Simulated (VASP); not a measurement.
Write the native input for VASP 6.6.1 that does the following.

- Task: single point
- Functional: PBEsol
- Potentials or basis: VASP PAW PBE potentials, release 64 (Ge_d)
- Cutoff: 520 eV
- k mesh: 14 × 14 × 14
- Occupations: gaussian, width 0.15 eV
- Spin: no spin polarisation
- Dipole correction: no
- Further INCAR settings: ALGO = Fast; EDIFF = 1e-06; NBANDS = 21

The structure of Ge lies in POSCAR:

```
Ge
1.0
    0.0000000000      2.8216980750      2.8287700000
    2.8358419250      0.0000000000      2.8287700000
    2.8358419250      2.8216980750      0.0000000000
Ge
2
Direct
    0.5000000000      0.5000000000      0.5000000000
    0.7500000000      0.7500000000      0.7500000000
```

This cell differs from its parent crystal: strain +0.0025 x Voigt [1, -1, 0, 0, 0, 0].

The input as run:

INCAR

```
SYSTEM = Ge
PREC = Accurate
ENCUT = 520
EDIFF = 1E-6
ISMEAR = 0
SIGMA = 0.15
LREAL = .False.
LASPH = .True.
NELM = 80
ALGO = Fast
ISIF = 2
LWAVE = .False.
LCHARG = .False.
GGA = PS
NBANDS = 21
```

KPOINTS

```
Automatic mesh
0
Gamma
  14 14 14
  0 0 0
```

Potentials or basis: VASP PAW PBE potentials, release 64 (Ge_d).

The run is started by

```bash
$ cat potpaw_PBE.64/Ge_d/POTCAR > POTCAR
$ mpirun -np 1 vasp_std > vasp.out
```

It gave:

| Property | Result |
| --- | --- |
| Pressure | 1.0 GPa |
| Band gap on the k mesh | 0.02 eV |

Caveat: the cell differs from its parent crystal (strain +0.0025 x Voigt [1, -1, 0, 0, 0, 0]); the smearing spreads over this small gap; semilocal functionals underestimate gaps, and a narrow one can read as zero; the PAW data sets were made with another functional, which shifts forces and pressure a little.

Run time: 7.8 min on 1 thread of Oxide Virtual Turin-like Processor (shared host), peak memory 0.38 GiB.
